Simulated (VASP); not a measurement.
Runs of VASP 6.6.1 on AlH4. The structure is that of space group P6/mmm (No. 191), or close to it. The cells are those of the table. 

```csv
task,cell,k mesh,cutoff (eV),k mesh for the DOS,occupations for the DOS,gap on the mesh (eV),pressure (GPa),relaxed volume (Å³/atom),largest force (eV/Å)
relaxation of cell and atoms,"relaxed from a = 3.322, b = 3.322, c = 4.593 Å, angles 90.0, 90.0, 120.0°, 5 atoms",12 × 12 × 8,600,-,-,none,0.1,(b),0.01
single point,"a = 3.322, b = 3.322, c = 4.593 Å, angles 90.0, 90.0, 120.0°, 5 atoms",6 × 6 × 6,520,-,-,none,-0.3,-,-
single point,"a = 3.304, b = 3.304, c = 4.627 Å, angles 90.0, 90.0, 120.0°, 5 atoms",12 × 12 × 8,520,-,-,none,-0.2,-,-
relaxation of cell and atoms,"relaxed from a = 3.205, b = 3.205, c = 3.194 Å, angles 90.0, 90.0, 120.0°, 5 atoms",6 × 6 × 6,600,-,-,none,-0.2,8.72,0.01
single point,"a = 3.205, b = 3.205, c = 3.194 Å, angles 90.0, 90.0, 120.0°, 5 atoms",6 × 6 × 6,520,-,-,none,98.8,-,(a)
```

Alike in all rows: level PBE; potentials or basis VASP PAW PBE potentials, release 64 (Al, H); no spin polarisation; smearing gaussian 0.1 eV.

Q: Estimate the missing entries.

A: (a) 14.86; (b) 8.71.

Caveats: some runs use coarse meshes; the volume moved by over 15 % at a fixed basis, so the end points are rough (some runs); forces of over 1 eV/Å act on the atoms, so gaps and moduli don't describe the material at rest (some runs).

A gap of «none» marks levels without a gap at the run's occupations.
